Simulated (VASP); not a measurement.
Input of a VASP 6.6.1 run:

Contents of POSCAR:

```
Bi
1.0
   -2.0202919770      2.0202919770      2.0202919770
    2.0202919770     -2.0202919770      2.0202919770
    2.0202919770      2.0202919770     -2.0202919770
Bi
1
Direct
    0.0000000000      0.0000000000      0.0000000000
```

File INCAR.step1:

```
SYSTEM = Bi
PREC     = Accurate       ! precision mode
ENCUT    = 520            ! plane-wave cutoff, eV
EDIFF    = 1E-5           ! SCF threshold, eV
ISMEAR   = -1             ! smearing method
SIGMA    = 0.05           ! smearing width, eV
LREAL    = .False.        ! projectors in reciprocal space
LASPH    = .True.         ! aspherical terms in the spheres
NELM     = 60             ! most SCF steps
ALGO     = Normal         ! electronic algorithm
ISIF     = 2              ! what is computed and relaxed
LWAVE    = .True.         ! write WAVECAR
GGA      = PE             ! functional
NBANDS   = 14             ! bands
```

File INCAR.step2:

```
SYSTEM = Bi
PREC     = Accurate       ! precision mode
ENCUT    = 520            ! plane-wave cutoff, eV
EDIFF    = 1E-6           ! SCF threshold, eV
ISMEAR   = -1             ! smearing method
SIGMA    = 0.05           ! smearing width, eV
LREAL    = .False.        ! projectors in reciprocal space
LASPH    = .True.         ! aspherical terms in the spheres
NELM     = 60             ! most SCF steps
ALGO     = Normal         ! electronic algorithm
ISIF     = 2              ! what is computed and relaxed
LWAVE    = .False.        ! write WAVECAR
LCHARG   = .True.         ! write CHGCAR
GGA      = PE             ! functional
LHFCALC  = .True.         ! exact exchange
HFSCREEN = 0.2079         ! screening, 1/A
PRECFOCK = Normal       
LELF     = .True.         ! ELF
LVHAR    = .True.       
ISTART   = 1            
NBANDS   = 14             ! bands
```

The input KPOINTS:

```
Automatic mesh
0
Gamma
  6 6 6
  0 0 0
```

Potentials or basis: VASP PAW PBE potentials, release 64 (Bi_d).

Command:

```sh
$ cat potpaw_PBE.64/Bi_d/POTCAR > POTCAR
$ cp INCAR.step1 INCAR
$ mpirun -np 1 vasp_std > vasp.out
$ cp INCAR.step2 INCAR
$ mpirun -np 1 vasp_std > vasp.out
```

**Question.** Estimate the band gap on the k mesh.

**Answer.** Zero (an odd number of electrons rules out a gap without spin polarisation).

**Question.** Estimate the pressure.

**Answer.** -3.8 GPa.

Caveat: the k points lie up to 0.37 Å⁻¹ apart, too coarse for converged energies and pressures of a metal; the PAW data sets were made with another functional, which shifts forces and pressure a little; spin-orbit coupling is left out, which moves the levels of the heavy elements.
